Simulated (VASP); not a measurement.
**Ag: single point with r2SCAN**

Crystal: Ag.

```xyz
2
Lattice="2.9300 0.0000 0.0000 -1.4650 2.3852 0.0000 0.0000 0.0000 4.7900" Properties=species:S:1:pos:R:3 pbc="T T T"
Ag    0.0000    1.5901    1.1975
Ag    1.4650    0.7951    3.5925
```

This cell differs from its parent crystal: strain -0.0600 x Voigt [0, 1, 0, 0, 0, 0].

```json
{
  "Program": "VASP 6.6.1",
  "Task": "single point",
  "Functional": "r2SCAN",
  "Potentials or basis": "VASP PAW PBE potentials, release 64 (Ag)",
  "Cutoff": "520 eV",
  "k mesh": "18 × 18 × 10",
  "Occupations": "gaussian, width 0.15 eV",
  "Spin": "no spin polarisation"
}
```

The pressure is 4.5 GPa. The largest force is 0.068 eV/Å and the band gap on the k mesh is zero (bands 11 and 12 overlap by 8.06 eV).

Forces on the atoms (eV/Å):
```
Ag   0.000 -0.068  0.000
Ag   0.000  0.068  0.000
```

Stress tensor (GPa, compression positive):
```
3.30 0.00 0.00
0.00 8.11 0.00
0.00 0.00 2.10
```

Levels at points of the mesh, in eV from the Fermi level:
```tsv
k point	band 9	band 10	band 11	band 12	band 13	band 14
(0.00, 0.00, 0.00)	-4.36	-3.51	-3.41	-0.65	3.34	16.43
(0.50, 0.00, 0.00)	-3.29	-3.17	0.04	1.55	6.88	7.14
(0.00, 0.50, 0.00)	-3.14	-3.02	0.54	2.22	7.58	7.79
(0.00, 0.00, 0.50)	-3.85	-3.85	-3.71	-3.71	10.97	10.97
(0.50, 0.00, 0.50)	-3.18	-3.18	0.67	0.67	4.66	4.66
(0.00, 0.50, 0.50)	-3.08	-3.08	1.22	1.22	5.51	5.51
```

Run time: 13 min on 1 thread of AMD EPYC 7R13 Processor (Zen 3), on a shared host, peak memory 0.35 GiB.

Caveat: the cell differs from its parent crystal (strain -0.0600 x Voigt [0, 1, 0, 0, 0, 0]); the cell stands under pressure; the PAW data sets were made with another functional, which shifts forces and pressure a little.
